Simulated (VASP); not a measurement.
The system is CsAs2Ir2.

```
CELL_PARAMETERS angstrom
-2.03262 2.03262 7.44797
2.03262 -2.03262 7.44797
2.03262 2.03262 -7.44797
ATOMIC_POSITIONS crystal
Cs 0.00000 0.00000 0.00000
As 0.34355 0.34355 0.00000
As 0.65645 0.65645 0.00000
Ir 0.75000 0.25000 0.50000
Ir 0.25000 0.75000 0.50000
```

| Item | Value |
| --- | --- |
| Program | VASP 6.6.1 |
| Task | relaxation of cell and atoms |
| Functional | PBEsol |
| Potentials or basis | VASP PAW PBE potentials, release 64 (Cs_sv, As, Ir) |
| Cutoff | 600 eV |
| k mesh | 12 × 12 × 12 |
| Occupations | gaussian, width 0.1 eV |
| Spin | no spin polarisation |

At the start: pressure -3.6 GPa; volume 24.62 Å³/atom.

Question: Where does the relaxation end?

Answer: Over 20 steps the energy falls by 11.6 meV/atom and the volume is 23.38 Å³/atom (-5.0 %); space group I4/mmm (No. 139, to 0.05 Å).

The path:
```tsv
step	energy change (eV)	largest force (eV/Å)	pressure (GPa)	volume (Å³)
1	0.0000	0.2989	-3.56	123.09
2	0.0938	1.5268	7.01	113.58
3	-0.0439	0.3055	-0.20	119.52
4	-0.0439	0.3188	-0.12	119.45
5	-0.0507	0.1841	-0.08	118.75
6	-0.0539	0.0069	-0.01	117.82
7	-0.0566	0.0177	-0.12	117.53
8	-0.0577	0.0428	-0.24	117.22
9	-0.0567	0.1262	0.63	116.33
10	-0.0580	0.0074	0.01	116.95
11	-0.0580	0.0084	0.02	116.94
12	-0.0580	0.0085	0.02	116.92
13	-0.0580	0.0088	0.00	116.90
14	-0.0580	0.0086	0.01	116.88
15	-0.0580	0.0085	0.01	116.90
16	-0.0580	0.0083	0.01	116.90
17	-0.0580	0.0085	0.01	116.90
18	-0.0580	0.0084	0.01	116.90
19	-0.0580	0.0082	-0.05	116.94
20	-0.0580	0.0019	-0.03	116.92
```

Final structure:
```
CELL_PARAMETERS angstrom
-2.00651 2.00651 7.26000
2.00651 -2.00651 7.26000
2.00651 2.00651 -7.26000
ATOMIC_POSITIONS crystal
Cs 0.00000 0.00000 0.00000
As 0.34599 0.34599 0.00000
As 0.65401 0.65401 0.00000
Ir 0.75000 0.25000 0.50000
Ir 0.25000 0.75000 0.50000
```

Caveat: the PAW data sets were made with another functional, which shifts forces and pressure a little.
